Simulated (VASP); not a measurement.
A run of VASP 6.6.1 is set up as follows.

The input INCAR:

```
PREC = Accurate
ENCUT = 650
EDIFF = 1E-6
ISMEAR = -1
SIGMA = 0.1551
LREAL = Auto
LASPH = True
NELM = 120
ALGO = Normal
ISIF = 2
LWAVE = False
LCHARG = False
GGA = PE
IVDW = 12
ISYM = -1
NBANDS = 71
GGA_COMPAT = False
```

File KPOINTS:

```
explicit points
1
Reciprocal
  0.25000000   0.25000000   0.25000000 1
```

Contents of POSCAR:

```
Na4Li7S2Cl7
1.0
    7.4728680000      0.0415700000     -0.1084870000
    0.0415700000      7.3694800000     -0.0643420000
   -0.1084870000     -0.0643420000      7.5562280000
Na S Li Cl
4 2 7 7
Direct
    0.6215341251      0.6448561001      0.5235663487
    1.0033936592      0.8305220836      0.8101078501
    0.5381359507      0.7919622342      0.9303123449
    0.8846120330     -0.0067402331      0.1838815909
    0.5231122835      0.5645673475      0.2123582394
    0.0242423830      0.3432049902      0.2706329770
    0.7356622469      0.1393479527      0.6253058690
    0.2681805389      0.6247685723      0.2928221543
    0.0192521072      0.2948959059      0.5422242150
    0.8008530043      0.4336611131      0.1091566802
    0.4597299890      0.2170811527      0.2265579020
    0.2309477853      0.3128663305     -0.0407406608
    1.2876996170      1.0655279479      0.7221810760
    0.8498037633      0.7409237715      0.0646118908
    0.5330130112      0.2094138885      0.8665850330
   -0.0078602746      0.2157372800      0.8291445455
    0.6262649289      0.0208444661      0.4082668996
    0.2467027101      0.9376633736      1.0071479015
    0.2960179882      0.5140369754      0.6798774826
    0.0904603818      0.9080266998      0.5100718281
```

Potentials or basis: VASP PAW PBE potentials, release 64 (Na_pv, S, Li_sv, Cl).

The run is started by

```bash
$ cat potpaw_PBE.64/Na_pv/POTCAR potpaw_PBE.64/S/POTCAR potpaw_PBE.64/Li_sv/POTCAR potpaw_PBE.64/Cl/POTCAR > POTCAR
$ mpirun -np 1 vasp_std > vasp.out
```

Q: Estimate the largest force.

A: 4.868 eV/Å.

Q: Predict the dispersion energy per atom.

A: -0.204 eV.

Forces in eV/Å, atoms in the order of the input:
```
Na  -0.082 -0.162 -0.159
Na   0.349 -0.537 -0.588
Na  -0.359 -0.464  0.395
Na   1.237  4.222  2.085
S    0.285 -1.768 -0.567
S    0.918 -0.037 -0.546
Li   0.287  0.733  1.435
Li  -1.710 -0.107  0.512
Li   0.951  0.213  0.368
Li  -0.679  0.437 -0.076
Li  -0.181  0.569  0.130
Li   0.402  0.858  0.699
Li  -0.115 -0.041 -0.239
Cl  -0.309 -3.641 -2.095
Cl   0.703 -0.528 -0.116
Cl  -1.450  0.068 -0.953
Cl  -1.018 -0.624 -0.615
Cl   0.466  0.249  0.719
Cl   0.019  0.362  0.083
Cl   0.285  0.199 -0.470
```

Caveat: the atoms stand as in a frame of molecular dynamics.
